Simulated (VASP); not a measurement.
# SrVO3 (Pm-3m) in VASP: single point with PBE

Aim: the single point of SrVO3 with PBE.

All numbers are computed with VASP 6.6.1; they aren't measurements. Logs are shortened: lines on timing, memory, paths and dates and some standing lists are left out, and cuts for length are marked.

## (1) The cell of the first run

It takes space group Pm-3m (No. 221, cubic). The conventional cell has a = 3.845 Å, b = 3.845 Å, c = 3.845 Å, α = 90.00°, β = 90.00°, γ = 90.00°. Within 3.6 Å of Sr (site symmetry m-3m) lie 12 O at 2.72 Å and 8 V at 3.33 Å. V (site symmetry m-3m) has 6 O at 1.92 Å within 2.5 Å. Within 2.5 Å of O (site symmetry 4/mmm) lie 2 V at 1.92 Å.

## (2) Single point, PBE

File INCAR:

```
  PREC = Accurate
  ENCUT = 520
  EDIFF = 1E-6
  ISMEAR = -1
  SIGMA = 0.136
  LREAL = False
  LASPH = True
  NELM = 100
  ALGO = Normal
  ISIF = 2
  LWAVE = False
  LCHARG = True
  GGA = PE
  LELF = True
  LVHAR = True
  NBANDS = 28
```

File KPOINTS:

```
Automatic mesh
0
Gamma
  4 4 4
```

File POSCAR:

```
SrVO3
1.0
    3.8450000000      0.0000000000      0.0000000000
    0.0000000000      3.8450000000      0.0000000000
    0.0000000000      0.0000000000      3.8450000000
Sr V O
1 1 3
Direct
    0.0000000000      0.0000000000      0.0000000000
    0.5000000000      0.5000000000      0.5000000000
    0.5000000000      0.5000000000      0.0000000000
    0.5000000000      0.0000000000      0.5000000000
    0.0000000000      0.5000000000      0.5000000000
```

Potentials or basis: VASP PAW PBE potentials, release 64 (Sr_sv, V_sv, O).

On the command line:

```console
$ cat potpaw_PBE.64/Sr_sv/POTCAR potpaw_PBE.64/V_sv/POTCAR potpaw_PBE.64/O/POTCAR > POTCAR
$ mpirun -np 1 vasp_std > vasp.out
```

OUTCAR:

```text
PREC = Accurate
   ENCUT = 520
   EDIFF = 1E-6
   ISMEAR = -1
   LREAL = False
   LASPH = True
   NELM = 100
   ISIF = 2
   GGA = PE

 ion  position               nearest neighbor table
   1  0.000  0.000  0.000-   3 2.72   4 2.72   5 2.72   4 2.72   5 2.72   3 2.72   5 2.72   5 2.72
                             3 2.72   4 2.72   4 2.72   3 2.72   2 3.33   2 3.33   2 3.33   2 3.33
   2  0.500  0.500  0.500-   3 1.92   4 1.92   5 1.92   3 1.92   4 1.92   5 1.92   1 3.33   1 3.33
                             1 3.33   1 3.33   1 3.33   1 3.33   1 3.33   1 3.33
   3  0.500  0.500  0.000-   2 1.92   2 1.92   1 2.72   1 2.72   1 2.72   1 2.72
   4  0.500  0.000  0.500-   2 1.92   2 1.92   1 2.72   1 2.72   1 2.72   1 2.72
   5  0.000  0.500  0.500-   2 1.92   2 1.92   1 2.72   1 2.72   1 2.72   1 2.72

  LATTYP: Found a simple cubic cell.
 ALAT       =     3.8450000000

  Lattice vectors:

 A1 = (   3.8450000000,   0.0000000000,   0.0000000000)
 A2 = (   0.0000000000,   3.8450000000,   0.0000000000)
 A3 = (   0.0000000000,   0.0000000000,   3.8450000000)

Analysis of symmetry for initial positions (statically):
=====================================================================
 Subroutine PRICEL returns:
 Original cell was already a primitive cell.

 Routine SETGRP: Setting up the symmetry group for a
 simple cubic supercell.

 Subroutine GETGRP returns: Found 48 space group operations
 (whereof 48 operations were pure point group operations)
 out of a pool of 48 trial point group operations.

The static configuration has the point symmetry O_h .

Analysis of symmetry for dynamics (positions and initial velocities):
=====================================================================
 Subroutine PRICEL returns:
 Original cell was already a primitive cell.

 Routine SETGRP: Setting up the symmetry group for a
 simple cubic supercell.

 Subroutine GETGRP returns: Found 48 space group operations
 (whereof 48 operations were pure point group operations)
 out of a pool of 48 trial point group operations.

The dynamic configuration has the point symmetry O_h .

 Subroutine INISYM returns: Found 48 space group operations
 (whereof 48 operations are pure point group operations),
 and found     1 'primitive' translations

----------------------------------------------------------------------------------------

                                     Primitive cell

  volume of cell :      56.8446

  direct lattice vectors                    reciprocal lattice vectors
     3.845000000  0.000000000  0.000000000     0.260078023  0.000000000  0.000000000
     0.000000000  3.845000000  0.000000000     0.000000000  0.260078023  0.000000000
     0.000000000  0.000000000  3.845000000     0.000000000  0.000000000  0.260078023

  length of vectors
     3.845000000  3.845000000  3.845000000     0.260078023  0.260078023  0.260078023

  position of ions in fractional coordinates (direct lattice)
     0.000000000  0.000000000  0.000000000
     0.500000000  0.500000000  0.500000000
     0.500000000  0.500000000  0.000000000
     0.500000000  0.000000000  0.500000000
     0.000000000  0.500000000  0.500000000

  ion indices of the primitive-cell ions
   primitive index   ion index
                 1           1
                 2           2
                 3           3
                 4           4
                 5           5

----------------------------------------------------------------------------------------

 KPOINTS: Automatic mesh

Automatic generation of k-mesh.
 Grid dimensions read from file:
 generate k-points for:    4    4    4

 Generating k-lattice:

  Cartesian coordinates                     Fractional coordinates (reciprocal lattice)
     0.065019506  0.000000000  0.000000000     0.250000000  0.000000000  0.000000000
     0.000000000  0.065019506  0.000000000     0.000000000  0.250000000  0.000000000
     0.000000000  0.000000000  0.065019506     0.000000000  0.000000000  0.250000000

  Length of vectors
     0.065019506  0.065019506  0.065019506

  Shift w.r.t. Gamma in fractional coordinates (k-lattice)
     0.000000000  0.000000000  0.000000000

 Subroutine IBZKPT returns following result:
 ===========================================

 Found     10 irreducible k-points:

 Following reciprocal coordinates:
            Coordinates               Weight
  0.000000  0.000000  0.000000      1.000000
  0.250000  0.000000  0.000000      6.000000
  0.500000  0.000000  0.000000      3.000000
  0.250000  0.250000  0.000000     12.000000
  0.500000  0.250000  0.000000     12.000000
  0.500000  0.500000  0.000000      3.000000
  0.250000  0.250000  0.250000      8.000000
  0.500000  0.250000  0.250000     12.000000
  0.500000  0.500000  0.250000      6.000000
  0.500000  0.500000  0.500000      1.000000
   k-points           NKPTS =     10   k-points in BZ     NKDIM =     10   number of bands    NBANDS=     28
   number of dos      NEDOS =    301   number of ions     NIONS =      5
   total plane-waves  NPLWV =  27000
   dimension x,y,z NGX =    30 NGY =   30 NGZ =   30
   dimension x,y,z NGXF=    60 NGYF=   60 NGZF=   60
   ions per type =               1   1   3
   NGX,Y,Z   is equivalent  to a cutoff of  12.97, 12.97, 12.97 a.u.
   NGXF,Y,Z  is equivalent  to a cutoff of  25.94, 25.94, 25.94 a.u.
 SYSTEM =  unknown system
   PREC   = accura    normal or accurate (medium, high low for compatibility)
   ISTART =      0    job   : 0-new  1-cont  2-samecut
   ICHARG =      2    charge: 1-file 2-atom 10-const
   ISPIN  =      1    spin polarized calculation?
   LNONCOLLINEAR =      F non collinear calculations
   LSORBIT =      F    spin-orbit coupling
   LASPH  =      T    aspherical Exc in radial PAW
   ENCUT  =  520.0 eV  38.22 Ry    6.18 a.u.   7.15  7.15  7.15*2*pi/ulx,y,z
   NELM   =    100;   NELMIN=  2; NELMDL= -5     # of ELM steps
   EDIFF  = 0.1E-05   stopping-criterion for ELM
   LREAL  =      F    real-space projection
   EDIFFG = 0.1E-04   stopping-criterion for IOM
   NSW    =      0    number of steps for IOM
   IBRION =     -1    ionic relax: 0-MD 1-quasi-New 2-CG
   NFREE  =      0    steps in history (QN), initial steepest desc. (CG)
   ISIF   =      2    stress and relaxation
   ISYM   =      2    0-nonsym 1-usesym 2-fastsym
   POTIM  = 0.5000    time-step for ionic-motion
   TEBEG  =    0.0;   TEEND  =   0.0 temperature during run
   PSTRESS=    0.0 pullay stress
   NELECT =      41.0000    total number of electrons
   NUPDOWN=      -1.0000    fix difference up-down
   EMIN   =  10.00;   EMAX   =-10.00  energy-range for DOS
   EFERMI =   0.00;   METHOD = LEGACY
   ISMEAR =    -1;   SIGMA  =   0.14  broadening in eV -4-tet -1-fermi 0-gaus
   EFERMI_NEDOS =   21; number of points for ismear=-14 and -15
   IALGO  =     38    algorithm
   IMIX   =      4    mixing-type and parameters
     AMIX     =   0.40;   BMIX     =  1.00
     AMIX_MAG =   1.60;   BMIX_MAG =  1.00
  volume/ion in A,a.u.               =      11.37        76.72
  Fermi-wavevector in a.u.,A,eV,Ry     =   1.468159  2.774418 29.327235  2.155491
  Thomas-Fermi vector in A             =   2.583690
   LORBIT       =      0    0 simple, 1 ext, 2 COOP (PROOUT), +10 PAW based schemes
   GGA     = PE    functional components
   LHFCALC =     F    Hartree Fock is set to
   AEXX    =    0.0000 exact exchange contribution
   IVDW    =     0    specifies the selected vdW correction
   LEPSILON=     F    determine dielectric tensor
   LRPA    =     F    only Hartree local field effects (RPA)
 non-spin polarized calculation
  energy-cutoff  :      520.00
  volume of cell :       56.84
 maximum number of plane-waves:      1568
 NGX is ok and might be reduce to    30
   NGX = 15   NGY = 15   NGZ = 15

 number of electron      41.0000017 magnetization

 Free energy of the ion-electron system (eV)
  ---------------------------------------------------
  ext. energy  EPLUGINS =         0.00000000
  ---------------------------------------------------
  free energy    TOTEN  =       -39.25069094 eV

  energy without entropy =      -39.08405000  energy(sigma->0) =      -39.16737047

 E-fermi :   6.3613     XC(G=0): -11.5557

 val. band max:        6.3609105945   @ k =   0.2500   0.2500   0.0000
 cond. band min:       6.4244732936   @ k =   0.2500   0.0000   0.0000
 fundamental gap:      0.0635626991
 Fermi energy:         6.3612979703

 k-point     1 :       0.0000    0.0000    0.0000
  band No.  band energies     occupation
      1     -59.6028      2.00000
      2     -33.4365      2.00000
      3     -33.4365      2.00000
      4     -33.4365      2.00000
      5     -28.2943      2.00000
      6     -13.4699      2.00000
[... 20 lines left out ...]
     27       9.8410      0.00000
     28      10.9991      0.00000

 k-point     2 :       0.2500    0.0000    0.0000
  band No.  band energies     occupation
      1     -59.6025      2.00000
      2     -33.4542      2.00000
      3     -33.4357      2.00000
      4     -33.4357      2.00000
      5     -28.2785      2.00000
      6     -13.5197      2.00000
[... 20 lines left out ...]
     27      10.8231      0.00000
     28      12.3762      0.00000

 k-point     3 :       0.5000    0.0000    0.0000
  band No.  band energies     occupation
      1     -59.6021      2.00000
      2     -33.4718      2.00000
      3     -33.4349      2.00000
      4     -33.4349      2.00000
      5     -28.2625      2.00000
      6     -13.6525      2.00000
[... 20 lines left out ...]
     27      12.0276      0.00000
     28      12.5766      0.00000

 k-point     4 :       0.2500    0.2500    0.0000
  band No.  band energies     occupation
      1     -59.6021      2.00000
      2     -33.4534      2.00000
      3     -33.4528      2.00000
      4     -33.4349      2.00000
      5     -28.2649      2.00000
      6     -13.3734      2.00000
[... 144 lines left out ...]
     27      12.8460      0.00000
     28      12.8867      0.00000

 k-point     9 :       0.5000    0.5000    0.2500
  band No.  band energies     occupation
      1     -59.6010      2.00000
      2     -33.4682      2.00000
      3     -33.4682      2.00000
      4     -33.4503      2.00000
      5     -28.2285      2.00000
      6     -12.4166      2.00000
[... 20 lines left out ...]
     27      12.6192      0.00000
     28      12.6192      0.00000

 k-point    10 :       0.5000    0.5000    0.5000
  band No.  band energies     occupation
      1     -59.6006      2.00000
      2     -33.4672      2.00000
      3     -33.4672      2.00000
      4     -33.4672      2.00000
      5     -28.2171      2.00000
      6     -12.0992      2.00000
[... 20 lines left out ...]
     27      11.7261      0.00000
     28      11.7261      0.00000

------------------------ aborting loop because EDIFF is reached ----------------------------------------

  FORCE on cell =-STRESS in cart. coord.  units (eV):
  Direction    XX          YY          ZZ          XY          YZ          ZX
  --------------------------------------------------------------------------------------
  -------------------------------------------------------------------------------------
  Total        1.2389286      1.2389286      1.2389286      0.0000000      0.0000000      0.0000000
  in kB       34.9194842     34.9194842     34.9194842      0.0000000      0.0000000      0.0000000
  external PRESSURE =      34.9194842 kB  Pullay stress =       0.0000000 kB

 VOLUME and BASIS-vectors are now :
 -----------------------------------------------------------------------------
  energy-cutoff  :      520.00
  volume of cell :       56.84
      direct lattice vectors                 reciprocal lattice vectors
     3.845000000  0.000000000  0.000000000     0.260078023  0.000000000  0.000000000
     0.000000000  3.845000000  0.000000000     0.000000000  0.260078023  0.000000000
     0.000000000  0.000000000  3.845000000     0.000000000  0.000000000  0.260078023

 POSITION                                       TOTAL-FORCE (eV/Angst)
 -----------------------------------------------------------------------------------
      0.00000      0.00000      0.00000         0.000000      0.000000      0.000000
      1.92250      1.92250      1.92250         0.000000      0.000000      0.000000
      1.92250      1.92250      0.00000         0.000000      0.000000      0.000000
      1.92250      0.00000      1.92250         0.000000      0.000000      0.000000
      0.00000      1.92250      1.92250         0.000000      0.000000      0.000000
 -----------------------------------------------------------------------------------
    total drift:                                0.000000      0.000000     -0.000000

  FREE ENERGIE OF THE ION-ELECTRON SYSTEM (eV)
  ---------------------------------------------------
  free  energy   TOTEN  =       -39.2506909389 eV

  energy  without entropy=      -39.0840499953  energy(sigma->0) =      -39.16737047
```

Wall time 40 s (1 thread of Intel Xeon 8259CL, shared host); peak memory 0.18 GiB.

Results:

```yaml
Free_energy: -39.2507 eV
Pressure: 3.5 GPa
Band_gap_on_the_k_mesh: zero (an odd number of electrons rules out a gap without spin polarisation)
```

Levels at points of the mesh, in eV from the Fermi level:
```
           k point  band 16  band 17  band 18  band 19  band 20  band 21  band 22  band 23  band 24  band 25
(0.00, 0.00, 0.00)    -3.32    -3.32    -2.49    -2.49    -2.49    -1.05    -1.05    -1.05     1.17     1.17
(0.50, 0.00, 0.00)    -4.63    -4.63    -4.18    -2.93    -2.93    -0.93     0.87     0.87     1.19     3.48
(0.50, 0.50, 0.00)    -5.17    -4.19    -3.70    -3.70    -2.20     0.85     0.85     1.21     2.20     5.36
(0.50, 0.50, 0.50)    -5.98    -5.98    -2.10    -2.10    -2.10     1.43     1.43     1.43     5.13     5.13
```

Caveat: the k points lie up to 0.41 Å⁻¹ apart, too coarse for converged energies and pressures of a metal; an odd number of electrons without spin polarisation forces a metal; a magnetic or distorted state may lie lower; the run has no spin polarisation, though such a crystal can be magnetic; semilocal functionals often make such compounds metallic where correlation or magnetic order opens a gap, which also shifts bond lengths. With open d or f shells a metallic result of PBE can be an artefact of self-interaction; +U or a hybrid may open a gap.
